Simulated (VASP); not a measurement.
Wanted: the native input for a VASP 6.6.1 run.

```
Task                   : single point
Functional             : LDA
Potentials or basis    : VASP PAW LDA potentials, release 64 (Cu_sv_GW, O)
Cutoff                 : 820 eV
k mesh                 : 10 × 10 × 5
Occupations            : fermi-dirac, width 0.05 eV
Spin                   : no spin polarisation
Dipole correction      : no
Further INCAR settings : ALGO = Normal; EDIFF = 1e-06; NBANDS = 33
```

The structure of CuO lies in POSCAR:

```
CuO
1.0
    2.3289136198     -1.7019003246      0.0000000000
    2.3289136198      1.7019003246      0.0000000000
   -0.8547786486      0.0000000000      5.0254794206
Cu O
2 2
Direct
    0.4968000000      0.0032000000      0.5000000000
    0.0032000000      0.4968000000      0.0000000000
    0.4056000000      0.5714000000      0.7537000000
    0.5714000000      0.4056000000      0.2537000000
```

One way to write it, as run:

INCAR

```
SYSTEM = CuO
PREC = Accurate ; ENCUT = 820
EDIFF = 1E-6 ; ISMEAR = -1
SIGMA = 0.05 ; LREAL = .False.
LASPH = .True. ; NELM = 120
ALGO = Normal ; ISIF = 2
LWAVE = .False. ; LCHARG = .True.
GGA = CA ; LELF = .True.
LVHAR = .True. ; NBANDS = 33
GGA_COMPAT = .False.
```

KPOINTS

```
regular mesh
0
Gamma
  10 10 5
  0 0 0
```

Potentials or basis: VASP PAW LDA potentials, release 64 (Cu_sv_GW, O).

Run with:

```sh
$ cat potpaw_LDA.64/Cu_sv_GW/POTCAR potpaw_LDA.64/O/POTCAR > POTCAR
$ mpirun -np 1 vasp_std > vasp.out
```

Results of the run:

The pressure is -6.3 GPa and the largest force is 0.797 eV/Å. The band gap on the k mesh is zero (bands 25 and 26 overlap by 0.60 eV).

Caveat: the cell stands under tension; semilocal functionals often make such compounds metallic where correlation or magnetic order opens a gap, which also shifts bond lengths.

Wall time 5.8 min on 1 thread of Intel(R) Xeon(R) Platinum 8375C CPU @ 2.90GHz (Ice Lake) (shared host), peak memory 0.43 GiB.
